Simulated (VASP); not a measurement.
Set up this calculation in VASP 6.6.1, as the native input.

- Task: single point
- Functional: LDA
- Potentials or basis: VASP PAW LDA potentials, release 64 (Rb_sv)
- Cutoff: 520 eV
- k mesh: 9 × 9 × 9
- Occupations: fermi-dirac, width 0.1 eV
- Spin: no spin polarisation
- Dipole correction: no
- Further INCAR settings: ALGO = Normal; EDIFF = 1e-07; NBANDS = 10

The structure of Rb lies in POSCAR:

```
Rb
1.0
    0.0000000000      3.4414935170      3.4414935170
    3.4414935170      0.0000000000      3.4414935170
    3.4414935170      3.4414935170      0.0000000000
Rb
1
Direct
    0.0000000000      0.0000000000      0.0000000000
```

This isn't the form of Rb at room conditions, which is bcc.

One way to write it, as run:

INCAR

```
ALGO = Normal
EDIFF = 1E-7
ENCUT = 520
ISIF = 2
ISMEAR = -1
LASPH = T
LCHARG = T
LELF = T
LREAL = F
LVHAR = T
LWAVE = F
NBANDS = 10
NELM = 100
PREC = Accurate
SIGMA = 0.1
```

KPOINTS

```
k-points
0
Gamma
  9 9 9
```

Potentials or basis: VASP PAW LDA potentials, release 64 (Rb_sv).

Run with:

```bash
$ cat potpaw_LDA.64/Rb_sv/POTCAR > POTCAR
$ mpirun -np 1 vasp_std > vasp.out
```

It gave:

```json
{"Pressure": "-0.2 GPa", "Band gap on the k mesh": "zero (an odd number of electrons rules out a gap without spin polarisation)"}
```

Wall time 29 s on 1 thread of Intel Xeon 8259CL, on a shared host, peak memory 0.18 GiB.
